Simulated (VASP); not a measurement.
# SrO (P1) in VASP: single point with PBE

Aim: the single point of SrO with PBE.

Everything below comes from runs of VASP 6.6.1. Logs are shortened: lines on timing, memory, paths and dates and some standing lists are left out, and cuts for length are marked.

### 1 The cell of the first run

The typed cell holds 2 atoms: a = 3.634 Å, b = 3.634 Å, c = 3.634 Å, α = 60.00°, β = 60.00°, γ = 60.00°.

### 2 Single point, PBE (one atom moved)

Contents of INCAR:

```
SYSTEM = SrO
ALGO = Normal
EDIFF = 1E-7
ENCUT = 520
GGA = PE
ISIF = 2
ISMEAR = 0
LASPH = .TRUE.
LCHARG = .FALSE.
LREAL = .FALSE.
LWAVE = .FALSE.
NBANDS = 15
NELM = 80
PREC = Accurate
SIGMA = 0.02
```

Contents of KPOINTS:

```
k-points
0
G
  8 8 8
  0 0 0
```

Contents of POSCAR:

```
SrO
1.0
    0.0000000000      2.5698000000      2.5698000000
    2.5698000000      0.0000000000      2.5698000000
    2.5698000000      2.5698000000      0.0000000000
Sr O
1 1
Direct
   -0.0627714219      0.0164604249      0.0576698576
    0.5000000000      0.5000000000      0.5000000000
```

Potentials or basis: VASP PAW PBE potentials, release 64 (Sr_sv, O).

Command:

```bash
cat potpaw_PBE.64/Sr_sv/POTCAR potpaw_PBE.64/O/POTCAR > POTCAR
mpirun -np 1 vasp_std > vasp.out
```

OUTCAR:

```text
SYSTEM = SrO
   EDIFF = 1E-7
   ENCUT = 520
   GGA = PE
   ISIF = 2
   ISMEAR = 0
   LASPH = .TRUE.
   LREAL = .FALSE.
   NELM = 80
   PREC = Accurate

 ion  position               nearest neighbor table
   1  0.937  0.016  0.058-   2 2.38   2 2.46   2 2.57   2 2.59   2 2.70   2 2.76
   2  0.500  0.500  0.500-   1 2.38   1 2.46   1 2.57   1 2.59   1 2.70   1 2.76

  LATTYP: Found a face centered cubic cell.
 ALAT       =     5.1396000000

  Lattice vectors:

 A1 = (   0.0000000000,   2.5698000000,   2.5698000000)
 A2 = (   2.5698000000,   0.0000000000,   2.5698000000)
 A3 = (   2.5698000000,   2.5698000000,   0.0000000000)

Analysis of symmetry for initial positions (statically):
=====================================================================
 Subroutine PRICEL returns:
 Original cell was already a primitive cell.

 Routine SETGRP: Setting up the symmetry group for a
 face centered cubic supercell.

 Subroutine GETGRP returns: Found  1 space group operations
 (whereof  1 operations were pure point group operations)
 out of a pool of 48 trial point group operations.

The static configuration has the point symmetry C_1 .

Analysis of symmetry for dynamics (positions and initial velocities):
=====================================================================
 Subroutine PRICEL returns:
 Original cell was already a primitive cell.

 Routine SETGRP: Setting up the symmetry group for a
 face centered cubic supercell.

 Subroutine GETGRP returns: Found  1 space group operations
 (whereof  1 operations were pure point group operations)
 out of a pool of 48 trial point group operations.

The dynamic configuration has the point symmetry C_1 .

 Subroutine INISYM returns: Found  1 space group operations
 (whereof  1 operations are pure point group operations),
 and found     1 'primitive' translations

----------------------------------------------------------------------------------------

                                     Primitive cell

  volume of cell :      33.9413

  direct lattice vectors                    reciprocal lattice vectors
     0.000000000  2.569800000  2.569800000    -0.194567671  0.194567671  0.194567671
     2.569800000  0.000000000  2.569800000     0.194567671 -0.194567671  0.194567671
     2.569800000  2.569800000  0.000000000     0.194567671  0.194567671 -0.194567671

  length of vectors
     3.634246013  3.634246013  3.634246013     0.337001091  0.337001091  0.337001091

  position of ions in fractional coordinates (direct lattice)
     0.937228578  0.016460425  0.057669858
     0.500000000  0.500000000  0.500000000

  ion indices of the primitive-cell ions
   primitive index   ion index
                 1           1
                 2           2

----------------------------------------------------------------------------------------

 KPOINTS: k-points

Automatic generation of k-mesh.
 Grid dimensions read from file:
 generate k-points for:    8    8    8

 Generating k-lattice:

  Cartesian coordinates                     Fractional coordinates (reciprocal lattice)
    -0.024320959  0.024320959  0.024320959     0.125000000  0.000000000  0.000000000
     0.024320959 -0.024320959  0.024320959     0.000000000  0.125000000  0.000000000
     0.024320959  0.024320959 -0.024320959     0.000000000  0.000000000  0.125000000

  Length of vectors
     0.042125136  0.042125136  0.042125136

  Shift w.r.t. Gamma in fractional coordinates (k-lattice)
     0.000000000  0.000000000  0.000000000

 Subroutine IBZKPT returns following result:
 ===========================================

 Found    260 irreducible k-points:

 Following reciprocal coordinates:
            Coordinates               Weight
  0.000000  0.000000  0.000000      1.000000
  0.125000  0.000000  0.000000      2.000000
  0.000000  0.125000  0.000000      2.000000
  0.000000  0.000000  0.125000      2.000000
  0.125000  0.125000  0.125000      2.000000
  0.250000  0.000000  0.000000      2.000000
[... 16 lines left out ...]
  0.125000  0.000000  0.250000      2.000000
  0.125000  0.125000 -0.125000      2.000000
 [... further k-points ...]
   k-points           NKPTS =    260   k-points in BZ     NKDIM =    260   number of bands    NBANDS=     15
   number of dos      NEDOS =    301   number of ions     NIONS =      2
   total plane-waves  NPLWV =  21952
   dimension x,y,z NGX =    28 NGY =   28 NGZ =   28
   dimension x,y,z NGXF=    56 NGYF=   56 NGZF=   56
   ions per type =               1   1
   NGX,Y,Z   is equivalent  to a cutoff of  12.81, 12.81, 12.81 a.u.
   NGXF,Y,Z  is equivalent  to a cutoff of  25.62, 25.62, 25.62 a.u.
 SYSTEM =  SrO
   PREC   = accura    normal or accurate (medium, high low for compatibility)
   ISTART =      0    job   : 0-new  1-cont  2-samecut
   ICHARG =      2    charge: 1-file 2-atom 10-const
   ISPIN  =      1    spin polarized calculation?
   LNONCOLLINEAR =      F non collinear calculations
   LSORBIT =      F    spin-orbit coupling
   LASPH  =      T    aspherical Exc in radial PAW
   ENCUT  =  520.0 eV  38.22 Ry    6.18 a.u.   6.76  6.76  6.76*2*pi/ulx,y,z
   NELM   =     80;   NELMIN=  2; NELMDL= -5     # of ELM steps
   EDIFF  = 0.1E-06   stopping-criterion for ELM
   LREAL  =      F    real-space projection
   EDIFFG = 0.1E-05   stopping-criterion for IOM
   NSW    =      0    number of steps for IOM
   IBRION =     -1    ionic relax: 0-MD 1-quasi-New 2-CG
   NFREE  =      0    steps in history (QN), initial steepest desc. (CG)
   ISIF   =      2    stress and relaxation
   ISYM   =      2    0-nonsym 1-usesym 2-fastsym
   POTIM  = 0.5000    time-step for ionic-motion
   TEBEG  =    0.0;   TEEND  =   0.0 temperature during run
   PSTRESS=    0.0 pullay stress
   NELECT =      16.0000    total number of electrons
   NUPDOWN=      -1.0000    fix difference up-down
   EMIN   =  10.00;   EMAX   =-10.00  energy-range for DOS
   EFERMI =   0.00;   METHOD = LEGACY
   ISMEAR =     0;   SIGMA  =   0.02  broadening in eV -4-tet -1-fermi 0-gaus
   EFERMI_NEDOS =   21; number of points for ismear=-14 and -15
   IALGO  =     38    algorithm
   IMIX   =      4    mixing-type and parameters
     AMIX     =   0.40;   BMIX     =  1.00
     AMIX_MAG =   1.60;   BMIX_MAG =  1.00
  volume/ion in A,a.u.               =      16.97       114.52
  Fermi-wavevector in a.u.,A,eV,Ry     =   1.274106  2.407711 22.086959  1.623346
  Thomas-Fermi vector in A             =   2.406892
   LORBIT       =      0    0 simple, 1 ext, 2 COOP (PROOUT), +10 PAW based schemes
   GGA     = PE    functional components
   LHFCALC =     F    Hartree Fock is set to
   AEXX    =    0.0000 exact exchange contribution
   IVDW    =     0    specifies the selected vdW correction
   LEPSILON=     F    determine dielectric tensor
   LRPA    =     F    only Hartree local field effects (RPA)
 non-spin polarized calculation
 Gauss-broadening in eV      SIGMA  =   0.02
  energy-cutoff  :      520.00
  volume of cell :       33.94
 maximum number of plane-waves:       941
   NGX = 13   NGY = 13   NGZ = 13

 number of electron      15.9999997 magnetization

 Free energy of the ion-electron system (eV)
  ---------------------------------------------------
  ext. energy  EPLUGINS =         0.00000000
  ---------------------------------------------------
  free energy    TOTEN  =       -11.97615853 eV

  energy without entropy =      -11.97615853  energy(sigma->0) =      -11.97615853

 E-fermi :   1.7492     XC(G=0): -10.0199

 val. band max:        1.5655972672   @ k =   0.5000   0.5000   0.0000
 cond. band min:       5.0545599922   @ k =   0.0000   0.5000   0.5000
 fundamental gap:      3.4889627250
 Fermi energy:         1.7492032091

 k-point     1 :       0.0000    0.0000    0.0000
  band No.  band energies     occupation
      1     -30.6799      2.00000
      2     -13.5744      2.00000
      3     -12.3212      2.00000
      4     -12.3174      2.00000
      5     -12.2026      2.00000
      6       1.5165      2.00000
      7       1.5220      2.00000
      8       1.5556      2.00000
      9       5.6231      0.00000
     10       7.8957      0.00000
     11       8.0896      0.00000
     12       8.1154      0.00000
     13      10.1355      0.00000
     14      10.3238      0.00000
     15      14.3418      0.00000

 k-point     2 :       0.1250    0.0000    0.0000
  band No.  band energies     occupation
      1     -30.6598      2.00000
      2     -13.8815      2.00000
      3     -12.3446      2.00000
      4     -12.3329      2.00000
      5     -11.9355      2.00000
      6       1.0701      2.00000
      7       1.3618      2.00000
      8       1.3986      2.00000
      9       6.2856      0.00000
     10       7.9047      0.00000
     11       8.2058      0.00000
     12       8.3688      0.00000
     13      10.5563      0.00000
     14      10.7248      0.00000
     15      15.3546      0.00000

 k-point     3 :       0.0000    0.1250    0.0000
  band No.  band energies     occupation
      1     -30.6594      2.00000
      2     -13.8975      2.00000
      3     -12.3654      2.00000
      4     -12.3324      2.00000
      5     -11.8981      2.00000
      6       1.0400      2.00000
      7       1.3679      2.00000
      8       1.4616      2.00000
      9       6.3014      0.00000
     10       7.7045      0.00000
     11       8.2613      0.00000
     12       8.3787      0.00000
     13      10.5788      0.00000
     14      10.7841      0.00000
     15      15.3341      0.00000

 k-point     4 :       0.0000    0.0000    0.1250
  band No.  band energies     occupation
      1     -30.6597      2.00000
      2     -13.8840      2.00000
      3     -12.3475      2.00000
      4     -12.3335      2.00000
      5     -11.9293      2.00000
      6       1.0627      2.00000
      7       1.3665      2.00000
      8       1.4079      2.00000
      9       6.2873      0.00000
     10       7.8724      0.00000
     11       8.1990      0.00000
     12       8.3857      0.00000
     13      10.5647      0.00000
     14      10.7306      0.00000
     15      15.3512      0.00000
[... 307 lines left out ...]
 k-point    22 :       0.0000    0.2500    0.1250
  band No.  band energies     occupation
      1     -30.6127      2.00000
      2     -14.3150      2.00000
      3     -12.4386      2.00000
      4     -12.4145      2.00000
      5     -11.5742      2.00000
      6       0.3666      2.00000
      7       1.2015      2.00000
      8       1.3459      2.00000
      9       6.9480      0.00000
     10       7.3597      0.00000
     11       9.2016      0.00000
     12       9.4515      0.00000
     13      11.0162      0.00000
     14      11.9901      0.00000
     15      17.3401      0.00000

 k-point    23 :       0.1250    0.0000    0.2500
  band No.  band energies     occupation
      1     -30.6137      2.00000
      2     -14.2640      2.00000
      3     -12.4437      2.00000
      4     -12.4219      2.00000
      5     -11.6219      2.00000
      6       0.3686      2.00000
      7       1.1854      2.00000
      8       1.3223      2.00000
      9       7.0154      0.00000
     10       7.5074      0.00000
     11       9.1304      0.00000
     12       9.2909      0.00000
     13      11.1609      0.00000
     14      11.8740      0.00000
     15      17.3477      0.00000

 k-point    24 :       0.1250    0.1250   -0.1250
  band No.  band energies     occupation
      1     -30.6137      2.00000
      2     -14.2671      2.00000
      3     -12.4524      2.00000
      4     -12.4088      2.00000
      5     -11.6199      2.00000
      6       0.3543      2.00000
      7       1.1576      2.00000
      8       1.3432      2.00000
      9       6.9803      0.00000
     10       7.4599      0.00000
     11       9.2515      0.00000
     12       9.4180      0.00000
     13      11.0418      0.00000
     14      11.8760      0.00000
     15      17.3583      0.00000

 [... further k-points ...]
[... 5 lines left out ...]
  --------------------------------------------------------------------------------------
  -------------------------------------------------------------------------------------
  Total        1.5282770      0.6285051      0.9696810      0.0096343     -0.0054974      0.0919294
  in kB       72.1414196     29.6682149     45.7732250      0.4547819     -0.2595039      4.3394730
  external PRESSURE =      49.1942865 kB  Pullay stress =       0.0000000 kB

 VOLUME and BASIS-vectors are now :
 -----------------------------------------------------------------------------
  energy-cutoff  :      520.00
  volume of cell :       33.94
      direct lattice vectors                 reciprocal lattice vectors
     0.000000000  2.569800000  2.569800000    -0.194567671  0.194567671  0.194567671
     2.569800000  0.000000000  2.569800000     0.194567671 -0.194567671  0.194567671
     2.569800000  2.569800000  0.000000000     0.194567671  0.194567671 -0.194567671

 POSITION                                       TOTAL-FORCE (eV/Angst)
 -----------------------------------------------------------------------------------
      0.19050      2.55669      2.45079        -0.552408      0.027231      0.284537
      2.56980      2.56980      2.56980         0.552408     -0.027231     -0.284537
 -----------------------------------------------------------------------------------
    total drift:                               -0.000064      0.000004      0.000041

  FREE ENERGIE OF THE ION-ELECTRON SYSTEM (eV)
  ---------------------------------------------------
  free  energy   TOTEN  =       -11.9761585284 eV

  energy  without entropy=      -11.9761585284  energy(sigma->0) =      -11.97615853
```

It took 2.2 min on 1 thread of Intel Xeon Platinum 8488C (Sapphire Rapids), shared host; peak memory 0.26 GiB.

What came out:

* Free energy: -11.9762 eV
* Pressure: 4.9 GPa
* Largest force: 0.622 eV/Å
* Band gap on the k mesh: 3.49 eV (least direct gap 3.50 eV)

Forces in eV/Å, atoms in the order of the input:
```
Sr  -0.552  0.027  0.285
O    0.552 -0.027 -0.285
```

Caveat: the cell differs from its parent crystal (one atom moved); the cell stands under pressure.
